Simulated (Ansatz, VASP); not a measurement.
# BiB in VASP and in Ansatz

```
B Bi
1.0
     0.00000    2.63808    2.63808
     2.63808    0.00000    2.63808
     2.63808    2.63808    0.00000
B Bi
1 1
Direct
  0.00000 0.00000 0.00000
  0.50000 0.50000 0.50000
```

Alike in both runs: functional PBE; k mesh 12 × 12 × 12; occupations fermi-dirac, width 0.05 eV; no spin polarisation.

Ansatz relaxed the structure, and its values are those at the end. VASP's run is a single point on that final structure, the one shown.

|  | VASP | Ansatz |
| --- | --- | --- |
| version | VASP 6.6.1 | Ansatz 0.2.0 |
| potentials or method | VASP PAW PBE potentials, release 64 (B, Bi_d) | PAW with Ansatz's default frozen-core files, scalar-relativistic |
| plane-wave cutoff (eV) | 520 | 420 |
| valence electrons in the cell | 18 | 18 |

|  | VASP | Ansatz | Ansatz less VASP |
| --- | --- | --- | --- |
| pressure (GPa) | 0.0 | 0.0 | 0.00 |

Spin-orbit coupling is off throughout.
